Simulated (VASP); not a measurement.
Runs of VASP 6.6.1 on SnH5. The structure is that of space group P6/mmm (No. 191), or close to it. The cells are those of the table. 

```csv
task,cell,k mesh,cutoff (eV),gap on the mesh (eV),pressure (GPa),largest force (eV/Å)
single point,"a = 2.931, b = 2.931, c = 8.683 Å, angles 90.0, 90.0, 120.0°, 6 atoms",6 × 6 × 2,520,none,-0.1,0.01
single point,"a = 2.940, b = 2.940, c = 8.853 Å, angles 90.0, 90.0, 120.0°, 6 atoms",12 × 12 × 6,520,none,-0.1,0.01
relaxation of cell and atoms,"relaxed from a = 3.081, b = 3.081, c = 8.008 Å, angles 90.0, 90.0, 120.0°, 6 atoms",6 × 6 × 2,600,none,0.3,0.01
single point,"a = 3.081, b = 3.081, c = 8.008 Å, angles 90.0, 90.0, 120.0°, 6 atoms",6 × 6 × 2,520,none,-5.1,(a)
```

Alike in all rows: level PBE; potentials or basis VASP PAW PBE potentials, release 64 (Sn_d, H); no spin polarisation; smearing gaussian 0.1 eV.

**Question.** Estimate the missing entries.

**Answer.** (a) 1.06.

Caveats: some runs use coarse meshes; spin-orbit coupling is left out, which moves the levels of the heavy elements; forces of over 1 eV/Å act on the atoms, so gaps and moduli don't describe the material at rest (some runs).

A k mesh can miss the band edges, and the runs leave out spin-orbit coupling on Sn.

A gap of «none» marks levels without a gap at the run's occupations.
